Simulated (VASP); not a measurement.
The system is Mn.

```
Mn
1.0
     2.55179    0.00000    0.00000
     0.00000    2.55179    0.00000
     0.00000    0.00000    3.60878
Mn
2
Direct
  0.00000 0.00000 0.00000
  0.50000 0.50000 0.50000
```

This isn't the form of Mn at room conditions, which is a 58-atom cubic cell.

* Program: VASP 6.6.1
* Task: relaxation of cell and atoms
* Functional: PBE
* Potentials or basis: VASP PAW PBE potentials, release 64 (Mn_pv)
* Cutoff: 500 eV
* k mesh: 12 × 12 × 9
* Occupations: fermi-dirac, width 0.05 eV
* Spin: collinear spin, antiferromagnetic start
* Starting moments: [3.0, -3.0] μB

At the start: pressure -3.1 GPa; volume 11.75 Å³/atom.

Question: Where does the relaxation end?

Answer: Over 6 steps the energy falls by 12.4 meV/atom and the volume is 11.45 Å³/atom (-2.5 %); space group Fm-3m (No. 225, to 0.1 Å) before, I4/mmm (No. 139, to 0.1 Å); moment 0.00 μB per cell.

The path:
```csv
step,energy change (eV),largest force (eV/Å),pressure (GPa),volume (Å³)
1,0.0000,0.0000,-3.13,23.50
2,-0.0204,0.0000,1.47,22.72
3,-0.0206,0.0000,1.79,22.67
4,-0.0247,0.0000,-0.12,22.93
5,-0.0247,0.0000,-0.18,22.94
6,-0.0248,0.0000,0.02,22.91
```

Final structure:
```
Mn
1.0
     2.57191    0.00000    0.00000
     0.00000    2.57191    0.00000
     0.00000    0.00000    3.46286
Mn
2
Direct
  0.00000 0.00000 0.00000
  0.50000 0.50000 0.50000
```
